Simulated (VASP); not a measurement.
Here is a VASP 6.6.1 calculation.

INCAR

```
  PREC = Accurate
  ENCUT = 520
  EDIFF = 1E-6
  ISMEAR = 0
  SIGMA = 0.15
  LREAL = F
  LASPH = T
  NELM = 80
  ALGO = Normal
  ISIF = 2
  LWAVE = F
  LCHARG = F
  GGA = PE
  NBANDS = 26
```

KPOINTS

```
regular mesh
0
Gamma
  18 18 6
```

File POSCAR:

```
CaBC
1.0
    2.8434970813      0.0000000000      0.0000000000
   -1.4217485407      2.5651465708      0.0000000000
    0.0000000000      0.0000000000      8.1933817783
Ca B C
2 2 2
Direct
    0.0000000000      0.0000000000      0.0000000000
    0.0000000000      0.0000000000      0.5000000000
    0.6666666667      0.3333333333      0.2500000000
    0.3333333333      0.6666666667      0.7500000000
    0.6666666667      0.3333333333      0.7500000000
    0.3333333333      0.6666666667      0.2500000000
```

Potentials or basis: VASP PAW PBE potentials, release 64 (Ca_sv, B, C).

Command:

```bash
$ cat potpaw_PBE.64/Ca_sv/POTCAR potpaw_PBE.64/B/POTCAR potpaw_PBE.64/C/POTCAR > POTCAR
$ mpirun -np 1 vasp_std > vasp.out
```

Task: What does it give for the band gap on the k mesh?

Result: Zero (bands 17 and 18 overlap by 2.59 eV).

Task: Predict the largest force.

Result: 0.120 eV/Å.

Task: What does it give for the pressure?

Result: 8.2 GPa.

Forces on the atoms (eV/Å):
```
Ca   0.000  0.000  0.000
Ca   0.000  0.000  0.000
B    0.000  0.120  0.000
B    0.000 -0.120  0.000
C    0.000  0.062  0.000
C    0.000 -0.062  0.000
```

Caveat: the cell differs from its parent crystal (strain -0.0400 x Voigt [1, 0, 0, 0, 0, 0]); the stress differs along the axes, from 1 to 20 GPa.
